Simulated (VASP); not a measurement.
Write the native input for VASP 6.6.1 that does the following.

```yaml
Task: single point
Functional: PBE
Potentials_or_basis: VASP PAW PBE potentials, release 64 (Al, N)
Cutoff: 520 eV
k_mesh: 4 × 4 × 8
Occupations: gaussian, width 0.02 eV
Spin: no spin polarisation
Dipole_correction: no
Further_INCAR_settings: ALGO = Normal; EDIFF = 1e-06; NBANDS = 26
```

The structure of AlN lies in POSCAR:

```
AlN
1.0
    5.1308140517      0.0000000000      0.0000000000
    0.0000000000      5.1308140517      0.0000000000
    0.0000000000      0.0000000000      3.0647075618
Al N
4 4
Direct
    0.6779981059      0.6779981059      0.0000000000
    0.1779981059      0.8220018941      0.5000000000
    0.8220018941      0.1779981059      0.5000000000
    0.3220018941      0.3220018941      0.0000000000
    0.8133402045      0.8133402045      0.5000000000
    0.1866597955      0.1866597955      0.5000000000
    0.6866597955      0.3133402045      0.0000000000
    0.3133402045      0.6866597955      0.0000000000
```

This cell differs from its parent crystal: volume scaled by 0.91, then relaxed in part.

These files were run (other wordings do the same):

INCAR

```
PREC = Accurate
ENCUT = 520
EDIFF = 1E-6
ISMEAR = 0
SIGMA = 0.02
LREAL = False
LASPH = True
NELM = 60
ALGO = Normal
ISIF = 2
LWAVE = False
LCHARG = False
GGA = PE
NBANDS = 26
```

KPOINTS

```
Automatic mesh
0
Gamma
  4 4 8
```

Potentials or basis: VASP PAW PBE potentials, release 64 (Al, N).

The run is started by

```console
$ cat potpaw_PBE.64/Al/POTCAR potpaw_PBE.64/N/POTCAR > POTCAR
$ mpirun -np 1 vasp_std > vasp.out
```

It gave:

```json
{
 "Pressure": "20.0 GPa",
 "Largest force": "0.003 eV/Å",
 "Band gap on the k mesh": "4.35 eV, direct"
}
```

It took 34 s on 1 thread of AMD EPYC 9R45 96-Core Processor (Zen 5) (shared host), peak memory 0.17 GiB.
